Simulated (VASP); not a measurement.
Wanted: the native input for a VASP 6.6.1 run.

```yaml
Task: relaxation of the atoms
Functional: PBE
Potentials_or_basis: VASP PAW PBE potentials, release 64 (Ta_pv)
Cutoff: 520 eV
k_mesh: 12 × 12 × 1
Occupations: fermi-dirac, width 0.08 eV
Spin: no spin polarisation
Dipole_correction: yes
Further_INCAR_settings: ALGO = Normal; EDIFF = 1e-06; IBRION = 2; EDIFFG = -0.01; NSW = 32
```

The structure of Ta lies in POSCAR:

```
Ta
1.0
    3.3195547170      0.0000000000      0.0000000000
    0.0000000000      3.3195547170      0.0000000000
    0.0000000000      0.0000000000     19.3196000000
Ta
3
Direct
    0.0000000000      0.0000000000      0.4256079889
    0.5000000000      0.5000000000      0.4999999903
    0.0000000000      0.0000000000      0.5743920208
```

These files were run (other wordings do the same):

INCAR

```
SYSTEM = Ta
PREC = Accurate ; ENCUT = 520
EDIFF = 1E-6 ; ISMEAR = -1
SIGMA = 0.08 ; LREAL = .False.
LASPH = .True. ; NELM = 80
ALGO = Normal ; ISIF = 2
LWAVE = .False. ; LCHARG = .False.
LDIPOL = .True. ; IDIPOL = 3
DIPOL = 0.5 0.5 0.500 ; GGA = PE
IBRION = 2 ; NSW = 32
EDIFFG = -0.01
```

KPOINTS

```
Automatic mesh
0
Gamma
  12 12 1
  0 0 0
```

Potentials or basis: VASP PAW PBE potentials, release 64 (Ta_pv).

The run is started by

```bash
$ cat potpaw_PBE.64/Ta_pv/POTCAR > POTCAR
$ mpirun -np 1 vasp_std > vasp.out
```

It gave:

```yaml
Largest_force_after_relaxing: 0.006 eV/Å
```

Caveat: the relaxation stopped at its first step, so nothing moved.

Wall time 4.3 min on 1 thread of Intel Xeon 8259CL (shared host), peak memory 0.36 GiB.
